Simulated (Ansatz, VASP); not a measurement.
**One calculation of Mo, two programs**

Contents of INCAR:

```
SYSTEM = Mo
PREC = Accurate
ENCUT = 520
EDIFF = 1E-6
ISMEAR = -1
SIGMA = 0.1
LREAL = .FALSE.
LASPH = .TRUE.
NELM = 100
ALGO = Normal
ISIF = 2
LWAVE = .FALSE.
LCHARG = .FALSE.
GGA = PS
NBANDS = 13
```

KPOINTS

```
regular mesh
0
G
  23 23 23
  0 0 0
```

File POSCAR:

```
Mo
1.0
   -1.6064835749      1.6064835749      1.6064835749
    1.6064835749     -1.6064835749      1.6064835749
    1.6064835749      1.6064835749     -1.6064835749
Mo
1
Direct
    0.0000000000      0.0000000000      0.0000000000
```

Input for Ansatz:

```yaml
crystal:
  lattice:
    - [-1.6064835749, 1.6064835749, 1.6064835749]
    - [1.6064835749, -1.6064835749, 1.6064835749]
    - [1.6064835749, 1.6064835749, -1.6064835749]
  atoms:
    - { symbol: Mo, position: [0.0, 0.0, 0.0] }
hamiltonian:
  xc: pbesol
  pseudopotentials:
    kind: paw
    azcp:
      Mo: "pseudopotentials/Mo.paw.azcp"
basis:
  ecutwfc: 420
  fft_grid_basis: typed
kpoints:
  mp_grid: { grid: [23, 23, 23], shift: [0, 0, 0] }
magnetization:
  spin_polarized: false
scf:
  occupations: { method: fermi_dirac, width: 0.1 }
output:
  stress: true
```

Alike in both runs: task single point; functional PBEsol; k mesh 23 × 23 × 23; occupations fermi-dirac, width 0.1 eV; no spin polarisation.

|  | VASP | Ansatz |
| --- | --- | --- |
| version | VASP 6.6.1 | Ansatz 0.2.0 |
| potentials or method | VASP PAW PBE potentials, release 64 (Mo_sv), cutoff 520 eV | plane waves (420 eV) with PAW, scalar-relativistic |
| valence electrons in the cell | 14 | 14 |

```tsv
	VASP	Ansatz	Ansatz less VASP
pressure (GPa)	-18.3	-18.6	-0.39
```

VASP's potentials were made for PBE, not for PBEsol, and Ansatz warns of the same on its side.
